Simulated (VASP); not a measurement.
# Cd (Ia-3) in VASP: further runs

Cd is run at these levels: PBE; tasks: single point, relaxation of cell and atoms.

All numbers are computed with VASP 6.6.1; they aren't measurements. Logs are shortened: lines on timing, memory, paths and dates and some standing lists are left out, and cuts for length are marked.

## Step 1: The cell of the first run

Symmetry: Ia-3, No. 206, cubic system. The conventional cell has a = 8.003 Å, b = 8.003 Å, c = 8.003 Å, α = 90.00°, β = 90.00°, γ = 90.00°. Cd (site symmetry 3) has 4 Cd at 2.85 to 3.09 Å within 3.7 Å.

## Step 2: Single point, PBE

File INCAR:

```
PREC = Accurate ; ENCUT = 520
EDIFF = 1E-7 ; ISMEAR = 0
SIGMA = 0.1 ; LREAL = False
LASPH = True ; NELM = 100
ALGO = Normal ; ISIF = 2
LWAVE = False ; LCHARG = False
GGA = PE ; NBANDS = 58
```

File KPOINTS:

```
Automatic mesh
0
Gamma
  4 4 4
```

File POSCAR:

```
Cd
1.0
   -4.0012778329      4.0012778329      4.0012778329
    4.0012778329     -4.0012778329      4.0012778329
    4.0012778329      4.0012778329     -4.0012778329
Cd
8
Direct
    0.2230226931      0.2230226931      0.2230226931
    0.5000000000      0.0000000000      0.2769773069
    0.2769773069      0.5000000000      0.0000000000
    0.0000000000      0.2769773069      0.5000000000
    0.7769773069      0.7769773069      0.7769773069
    0.5000000000      0.0000000000      0.7230226931
    0.7230226931      0.5000000000      0.0000000000
    0.0000000000      0.7230226931      0.5000000000
```

Potentials or basis: VASP PAW PBE potentials, release 64 (Cd).

Run with:

```bash
$ cat potpaw_PBE.64/Cd/POTCAR > POTCAR
$ mpirun -np 1 vasp_std > vasp.out
```

OUTCAR:

```text
PREC = Accurate
   ENCUT = 520
   EDIFF = 1E-7
   ISMEAR = 0
   LREAL = False
   LASPH = True
   NELM = 100
   ISIF = 2
   GGA = PE

 ion  position               nearest neighbor table
   1  0.223  0.223  0.223-   2 2.85   3 2.85   4 2.85   5 3.09
   2  0.500  0.000  0.277-   4 2.85   3 2.85   1 2.85   6 3.09
   3  0.277  0.500  0.000-   2 2.85   4 2.85   1 2.85   7 3.09
   4  0.000  0.277  0.500-   3 2.85   2 2.85   1 2.85   8 3.09
   5  0.777  0.777  0.777-   6 2.85   7 2.85   8 2.85   1 3.09
   6  0.500  0.000  0.723-   7 2.85   8 2.85   5 2.85   2 3.09
   7  0.723  0.500  0.000-   8 2.85   6 2.85   5 2.85   3 3.09
   8  0.000  0.723  0.500-   6 2.85   7 2.85   5 2.85   4 3.09

  LATTYP: Found a body centered cubic cell.
 ALAT       =     8.0025556658

  Lattice vectors:

 A1 = (  -4.0012778329,   4.0012778329,   4.0012778329)
 A2 = (   4.0012778329,  -4.0012778329,   4.0012778329)
 A3 = (   4.0012778329,   4.0012778329,  -4.0012778329)

Analysis of symmetry for initial positions (statically):
=====================================================================
 Subroutine PRICEL returns:
 Original cell was already a primitive cell.

 Routine SETGRP: Setting up the symmetry group for a
 body centered cubic supercell.

 Subroutine GETGRP returns: Found 24 space group operations
 (whereof  6 operations were pure point group operations)
 out of a pool of 48 trial point group operations.

The static configuration has the point symmetry S_6 .
 The point group associated with its full space group is T_h .

Analysis of symmetry for dynamics (positions and initial velocities):
=====================================================================
 Subroutine PRICEL returns:
 Original cell was already a primitive cell.

 Routine SETGRP: Setting up the symmetry group for a
 body centered cubic supercell.

 Subroutine GETGRP returns: Found 24 space group operations
 (whereof  6 operations were pure point group operations)
 out of a pool of 48 trial point group operations.

The dynamic configuration has the point symmetry S_6 .
 The point group associated with its full space group is T_h .

 Subroutine INISYM returns: Found 24 space group operations
 (whereof  6 operations are pure point group operations),
 and found     1 'primitive' translations

----------------------------------------------------------------------------------------

                                     Primitive cell

  volume of cell :     256.2454

  direct lattice vectors                    reciprocal lattice vectors
    -4.001277833  4.001277833  4.001277833     0.000000000  0.124960080  0.124960080
     4.001277833 -4.001277833  4.001277833     0.124960080  0.000000000  0.124960080
     4.001277833  4.001277833 -4.001277833     0.124960080  0.124960080  0.000000000

  length of vectors
     6.930416502  6.930416502  6.930416502     0.176720241  0.176720241  0.176720241

  position of ions in fractional coordinates (direct lattice)
     0.223022693  0.223022693  0.223022693
     0.500000000  0.000000000  0.276977307
     0.276977307  0.500000000  0.000000000
     0.000000000  0.276977307  0.500000000
     0.776977307  0.776977307  0.776977307
     0.500000000  0.000000000  0.723022693
     0.723022693  0.500000000  0.000000000
     0.000000000  0.723022693  0.500000000

  ion indices of the primitive-cell ions
   primitive index   ion index
                 1           1
                 2           2
                 3           3
                 4           4
                 5           5
                 6           6
                 7           7
                 8           8

----------------------------------------------------------------------------------------

 KPOINTS: Automatic mesh

Automatic generation of k-mesh.
 Grid dimensions read from file:
 generate k-points for:    4    4    4

 Generating k-lattice:

  Cartesian coordinates                     Fractional coordinates (reciprocal lattice)
     0.000000000  0.031240020  0.031240020     0.250000000  0.000000000  0.000000000
     0.031240020  0.000000000  0.031240020     0.000000000  0.250000000  0.000000000
     0.031240020  0.031240020  0.000000000     0.000000000  0.000000000  0.250000000

  Length of vectors
     0.044180060  0.044180060  0.044180060

  Shift w.r.t. Gamma in fractional coordinates (k-lattice)
     0.000000000  0.000000000  0.000000000

 Subroutine IBZKPT returns following result:
 ===========================================

 Found      8 irreducible k-points:

 Following reciprocal coordinates:
            Coordinates               Weight
  0.000000  0.000000  0.000000      1.000000
  0.250000  0.000000  0.000000     12.000000
  0.500000  0.000000  0.000000      6.000000
  0.250000  0.250000  0.000000     24.000000
  0.250000  0.250000  0.250000      2.000000
 -0.250000  0.250000  0.250000      6.000000
  0.500000  0.500000  0.250000     12.000000
  0.500000  0.500000  0.500000      1.000000
   k-points           NKPTS =      8   k-points in BZ     NKDIM =      8   number of bands    NBANDS=     58
   number of dos      NEDOS =    301   number of ions     NIONS =      8
   total plane-waves  NPLWV = 157464
   dimension x,y,z NGX =    54 NGY =   54 NGZ =   54
   dimension x,y,z NGXF=   108 NGYF=  108 NGZF=  108
   ions per type =               8
   NGX,Y,Z   is equivalent  to a cutoff of  12.95, 12.95, 12.95 a.u.
   NGXF,Y,Z  is equivalent  to a cutoff of  25.91, 25.91, 25.91 a.u.
 SYSTEM =  unknown system
   PREC   = accura    normal or accurate (medium, high low for compatibility)
   ISTART =      0    job   : 0-new  1-cont  2-samecut
   ICHARG =      2    charge: 1-file 2-atom 10-const
   ISPIN  =      1    spin polarized calculation?
   LNONCOLLINEAR =      F non collinear calculations
   LSORBIT =      F    spin-orbit coupling
   LASPH  =      T    aspherical Exc in radial PAW
   ENCUT  =  520.0 eV  38.22 Ry    6.18 a.u.  12.89 12.89 12.89*2*pi/ulx,y,z
   NELM   =    100;   NELMIN=  2; NELMDL= -5     # of ELM steps
   EDIFF  = 0.1E-06   stopping-criterion for ELM
   LREAL  =      F    real-space projection
   EDIFFG = 0.1E-05   stopping-criterion for IOM
   NSW    =      0    number of steps for IOM
   IBRION =     -1    ionic relax: 0-MD 1-quasi-New 2-CG
   NFREE  =      0    steps in history (QN), initial steepest desc. (CG)
   ISIF   =      2    stress and relaxation
   ISYM   =      2    0-nonsym 1-usesym 2-fastsym
   POTIM  = 0.5000    time-step for ionic-motion
   TEBEG  =    0.0;   TEEND  =   0.0 temperature during run
   PSTRESS=    0.0 pullay stress
   NELECT =      96.0000    total number of electrons
   NUPDOWN=      -1.0000    fix difference up-down
   EMIN   =  10.00;   EMAX   =-10.00  energy-range for DOS
   EFERMI =   0.00;   METHOD = LEGACY
   ISMEAR =     0;   SIGMA  =   0.10  broadening in eV -4-tet -1-fermi 0-gaus
   EFERMI_NEDOS =   21; number of points for ismear=-14 and -15
   IALGO  =     38    algorithm
   IMIX   =      4    mixing-type and parameters
     AMIX     =   0.40;   BMIX     =  1.00
     AMIX_MAG =   1.60;   BMIX_MAG =  1.00
  volume/ion in A,a.u.               =      32.03       216.15
  Fermi-wavevector in a.u.,A,eV,Ry     =   1.180175  2.230208 18.950383  1.392814
  Thomas-Fermi vector in A             =   2.316473
   LORBIT       =      0    0 simple, 1 ext, 2 COOP (PROOUT), +10 PAW based schemes
   GGA     = PE    functional components
   LHFCALC =     F    Hartree Fock is set to
   AEXX    =    0.0000 exact exchange contribution
   IVDW    =     0    specifies the selected vdW correction
   LEPSILON=     F    determine dielectric tensor
   LRPA    =     F    only Hartree local field effects (RPA)
 non-spin polarized calculation
 Gauss-broadening in eV      SIGMA  =   0.10
  energy-cutoff  :      520.00
  volume of cell :      256.25
 maximum number of plane-waves:      6986
 NGX is ok and might be reduce to    54
   NGX = 25   NGY = 25   NGZ = 25

 number of electron      96.0000030 magnetization

 Free energy of the ion-electron system (eV)
  ---------------------------------------------------
  ext. energy  EPLUGINS =         0.00000000
  ---------------------------------------------------
  free energy    TOTEN  =        -3.91438251 eV

  energy without entropy =       -3.88259678  energy(sigma->0) =       -3.89848964

 E-fermi :   0.4156     XC(G=0):  -8.9260

 val. band max:        0.4039836618   @ k =   0.5000   0.0000   0.0000
 cond. band min:       0.5546876544   @ k =  -0.2500   0.2500   0.2500
 fundamental gap:      0.1507039926
 Fermi energy:         0.4155788914

 k-point     1 :       0.0000    0.0000    0.0000
  band No.  band energies     occupation
      1      -8.5602      2.00000
      2      -8.5602      2.00000
      3      -8.5207      2.00000
      4      -8.5207      2.00000
      5      -8.4716      2.00000
      6      -8.4716      2.00000
[... 50 lines left out ...]
     57       6.2264      0.00000
     58       6.2264      0.00000

 k-point     2 :       0.2500    0.0000    0.0000
  band No.  band energies     occupation
      1      -8.5563      2.00000
      2      -8.5344      2.00000
      3      -8.5312      2.00000
      4      -8.5115      2.00000
      5      -8.4722      2.00000
      6      -8.4612      2.00000
[... 50 lines left out ...]
     57       5.9245      0.00000
     58       6.0461      0.00000

 k-point     3 :       0.5000    0.0000    0.0000
  band No.  band energies     occupation
      1      -8.5445      2.00000
      2      -8.5445      2.00000
      3      -8.4828      2.00000
      4      -8.4828      2.00000
      5      -8.4546      2.00000
      6      -8.4546      2.00000
[... 50 lines left out ...]
     57       4.6319      0.00000
     58       4.6319      0.00000

 k-point     4 :       0.2500    0.2500    0.0000
  band No.  band energies     occupation
      1      -8.5385      2.00000
      2      -8.5252      2.00000
      3      -8.5057      2.00000
      4      -8.4979      2.00000
      5      -8.4720      2.00000
      6      -8.4539      2.00000
[... 50 lines left out ...]
     57       4.7077      0.00000
     58       5.3195      0.00000

 k-point     5 :       0.2500    0.2500    0.2500
  band No.  band energies     occupation
      1      -8.4930      2.00000
      2      -8.4930      2.00000
      3      -8.4930      2.00000
      4      -8.4930      2.00000
      5      -8.4851      2.00000
      6      -8.4851      2.00000
[... 50 lines left out ...]
     57       6.5887      0.00000
     58       6.5887      0.00000

 k-point     6 :      -0.2500    0.2500    0.2500
  band No.  band energies     occupation
      1      -8.5497      2.00000
      2      -8.5325      2.00000
      3      -8.4959      2.00000
      4      -8.4916      2.00000
      5      -8.4867      2.00000
      6      -8.4375      2.00000
[... 50 lines left out ...]
     57       5.0282      0.00000
     58       5.4592      0.00000

 k-point     7 :       0.5000    0.5000    0.2500
  band No.  band energies     occupation
      1      -8.5250      2.00000
      2      -8.5233      2.00000
      3      -8.4958      2.00000
      4      -8.4786      2.00000
      5      -8.4636      2.00000
      6      -8.4310      2.00000
[... 50 lines left out ...]
     57       4.8427      0.00000
     58       5.4700      0.00000

 k-point     8 :       0.5000    0.5000    0.5000
  band No.  band energies     occupation
      1      -8.5065      2.00000
      2      -8.5065      2.00000
      3      -8.5065      2.00000
      4      -8.4408      2.00000
      5      -8.4408      2.00000
      6      -8.4408      2.00000
[... 50 lines left out ...]
     57       5.7619      0.00000
     58       6.3559      0.00000

------------------------ aborting loop because EDIFF is reached ----------------------------------------

  FORCE on cell =-STRESS in cart. coord.  units (eV):
  Direction    XX          YY          ZZ          XY          YZ          ZX
  --------------------------------------------------------------------------------------
  -------------------------------------------------------------------------------------
  Total        0.3917010      0.3917010      0.3917010      0.0000000      0.0000000     -0.0000000
  in kB        2.4491149      2.4491149      2.4491149      0.0000000      0.0000000     -0.0000000
  external PRESSURE =       2.4491149 kB  Pullay stress =       0.0000000 kB

 VOLUME and BASIS-vectors are now :
 -----------------------------------------------------------------------------
  energy-cutoff  :      520.00
  volume of cell :      256.25
      direct lattice vectors                 reciprocal lattice vectors
    -4.001277833  4.001277833  4.001277833     0.000000000  0.124960080  0.124960080
     4.001277833 -4.001277833  4.001277833     0.124960080  0.000000000  0.124960080
     4.001277833  4.001277833 -4.001277833     0.124960080  0.124960080  0.000000000

 POSITION                                       TOTAL-FORCE (eV/Angst)
 -----------------------------------------------------------------------------------
      0.89238      0.89238      0.89238        -0.000277     -0.000277     -0.000277
     -0.89238      3.10890      0.89238         0.000277      0.000277     -0.000277
      0.89238     -0.89238      3.10890        -0.000277      0.000277      0.000277
      3.10890      0.89238     -0.89238         0.000277     -0.000277      0.000277
      3.10890      3.10890      3.10890         0.000277      0.000277      0.000277
      0.89238      4.89365     -0.89238        -0.000277     -0.000277      0.000277
     -0.89238      0.89238      4.89365         0.000277     -0.000277     -0.000277
      4.89365     -0.89238      0.89238        -0.000277      0.000277     -0.000277
 -----------------------------------------------------------------------------------
    total drift:                                0.000000      0.000000     -0.000000

  FREE ENERGIE OF THE ION-ELECTRON SYSTEM (eV)
  ---------------------------------------------------
  free  energy   TOTEN  =        -3.9143825112 eV

  energy  without entropy=       -3.8825967758  energy(sigma->0) =       -3.89848964
```

Run time: 2 min. Hardware: 1 thread of Intel Xeon Platinum 8375C at 2.90GHz (Ice Lake), shared host; peak memory 0.42 GiB.

Results:

* Free energy: -3.9144 eV
* Pressure: 0.2 GPa
* Band gap on the k mesh: zero (band 48 reaches 1.71 eV, above the bottom of band 49 at 0.29 eV)

## Step 3: Relaxation of cell and atoms, PBE

This run uses another cell than the first one, of 23.88 Å³/atom, 0.745 times its volume.

File INCAR:

```
ALGO = Normal
EDIFF = 1E-6
EDIFFG = -0.04
ENCUT = 600
GGA = PE
IBRION = 2
ISIF = 3
ISMEAR = 0
LASPH = T
LCHARG = F
LREAL = F
LWAVE = F
NELM = 100
NSW = 90
PREC = Accurate
SIGMA = 0.1
```

File KPOINTS:

```
k-points
0
Gamma
  4 4 4
```

File POSCAR:

```
Cd
1.0
   -3.6279528498      3.6279528498      3.6279528498
    3.6279528498     -3.6279528498      3.6279528498
    3.6279528498      3.6279528498     -3.6279528498
Cd
8
Direct
    0.2060000000      0.2060000000      0.2060000000
    0.5000000000      0.0000000000      0.2940000000
    0.2940000000      0.5000000000      0.0000000000
    0.0000000000      0.2940000000      0.5000000000
    0.7940000000      0.7940000000      0.7940000000
    0.5000000000      0.0000000000      0.7060000000
    0.7060000000      0.5000000000      0.0000000000
    0.0000000000      0.7060000000      0.5000000000
```

Potentials or basis: VASP PAW PBE potentials, release 64 (Cd).

Run with:

```bash
$ cat potpaw_PBE.64/Cd/POTCAR > POTCAR
$ mpirun -np 1 vasp_std > vasp.out
```

Wall time 7.2 min (1 thread of Intel Xeon Platinum 8375C at 2.90GHz (Ice Lake), shared host); peak memory 0.39 GiB.

The run converged. Its results:

| Property | Result |
| --- | --- |
| Free energy | -3.8967 eV |
| Relaxed volume | 32.17 Å³/atom |
| Relaxed cell | a = 6.941 Å, b = 6.941 Å, c = 6.941 Å, α = 109.47°, β = 109.47°, γ = 109.47° |
| Space group after relaxing (to 0.05 Å) | Ia-3 (No. 206) |
| Energy gained by relaxing | 341.5 meV/atom |
| Ionic steps | 7 |
| Pressure after relaxing | 0.2 GPa |
| Largest force after relaxing | 0.019 eV/Å |
| Band gap on the k mesh | zero (band 48 reaches 1.68 eV, above the bottom of band 49 at 0.27 eV) |

Forces on the atoms (eV/Å):
```
Cd   0.011  0.011  0.011
Cd  -0.011 -0.011  0.011
Cd   0.011 -0.011 -0.011
Cd  -0.011  0.011 -0.011
Cd  -0.011 -0.011 -0.011
Cd   0.011  0.011 -0.011
Cd  -0.011  0.011  0.011
Cd   0.011 -0.011  0.011
```

Step by step:
```tsv
step	energy change (eV)	largest force (eV/Å)	pressure (GPa)	volume (Å³)
1	0.0000	1.0471	16.24	191.01
2	-2.7081	0.0847	-0.37	266.00
3	-2.7111	0.1071	0.04	260.78
4	-2.7116	0.1004	-0.09	262.33
5	-2.7156	0.0900	-0.07	261.83
6	-2.7248	0.0611	0.00	260.34
7	-2.7324	0.0190	0.17	257.37
```

Final structure:
```yaml
crystal:
  lattice:
    - [-4.00714, 4.00714, 4.00714]
    - [4.00714, -4.00714, 4.00714]
    - [4.00714, 4.00714, -4.00714]
  atoms:
    - { symbol: Cd, position: [0.22074, 0.22074, 0.22074] }
    - { symbol: Cd, position: [0.50000, 0.00000, 0.27926] }
    - { symbol: Cd, position: [0.27926, 0.50000, 0.00000] }
    - { symbol: Cd, position: [0.00000, 0.27926, 0.50000] }
    - { symbol: Cd, position: [0.77926, 0.77926, 0.77926] }
    - { symbol: Cd, position: [0.50000, 0.00000, 0.72074] }
    - { symbol: Cd, position: [0.72074, 0.50000, 0.00000] }
    - { symbol: Cd, position: [0.00000, 0.72074, 0.50000] }
```

Levels at points of the mesh, in eV from the Fermi level:
```
           k point  band 45  band 46  band 47  band 48  band 49  band 50  band 51  band 52
(0.00, 0.00, 0.00)    -2.08    -1.20    -1.20    -1.20    -0.13    -0.13     0.30     0.30
(0.50, 0.00, 0.00)    -2.13    -2.13    -0.02    -0.02     0.41     0.41     2.02     2.02
(0.50, 0.50, 0.50)    -3.53    -3.53     0.75     1.27     1.27     1.27     1.76     1.76
```

Caveat: the volume moved by over 15 % at a fixed basis, so the end points are rough.

## Step 4: Single point, PBE

This run uses another cell than the first one, of 31.87 Å³/atom, 0.995 times its volume.

File INCAR:

```
SYSTEM = Cd
ALGO = Normal ; EDIFF = 1E-6
ENCUT = 520 ; GGA = PE
ISIF = 2 ; ISMEAR = 0
LASPH = .True. ; LCHARG = .False.
LREAL = .False. ; LWAVE = .False.
NBANDS = 58 ; NELM = 100
PREC = Accurate ; SIGMA = 0.1
```

File KPOINTS:

```
k-points
0
Gamma
  8 8 8
  0 0 0
```

File POSCAR:

```
Cd
1.0
   -3.9943883132      3.9943883132      3.9943883132
    3.9943883132     -3.9943883132      3.9943883132
    3.9943883132      3.9943883132     -3.9943883132
Cd
8
Direct
    0.2328834596      0.2328834596      0.2328834596
    0.5000000000      0.0000000000      0.2671165404
    0.2671165404      0.5000000000      0.0000000000
    0.0000000000      0.2671165404      0.5000000000
    0.7671165404      0.7671165404      0.7671165404
    0.5000000000      0.0000000000      0.7328834596
    0.7328834596      0.5000000000      0.0000000000
    0.0000000000      0.7328834596      0.5000000000
```

Run with:

```bash
$ cat potpaw_PBE.64/Cd/POTCAR > POTCAR
$ mpirun -np 1 vasp_std > vasp.out
```

Run time: 6.8 min. Hardware: 1 thread of Intel Xeon Platinum 8375C at 2.90GHz (Ice Lake), shared host; peak memory 0.61 GiB.

It converged, with:

| Property | Result |
| --- | --- |
| Free energy | -3.9755 eV |
| Pressure | 0.2 GPa |
| Band gap on the k mesh | zero (band 48 reaches 1.81 eV, above the bottom of band 49 at -0.02 eV) |

Levels at points of the mesh, in eV from the Fermi level:
```csv
k point,band 45,band 46,band 47,band 48,band 49,band 50,band 51,band 52
"(0.00, 0.00, 0.00)",-2.06,-1.29,-1.29,-1.29,-0.20,-0.20,0.14,0.14
"(0.50, 0.00, 0.00)",-2.26,-2.26,-0.10,-0.10,0.34,0.34,1.97,1.97
"(0.50, 0.50, 0.50)",-3.75,-3.75,1.09,1.29,1.29,1.29,1.58,1.58
```

[end of part 1 of 2]
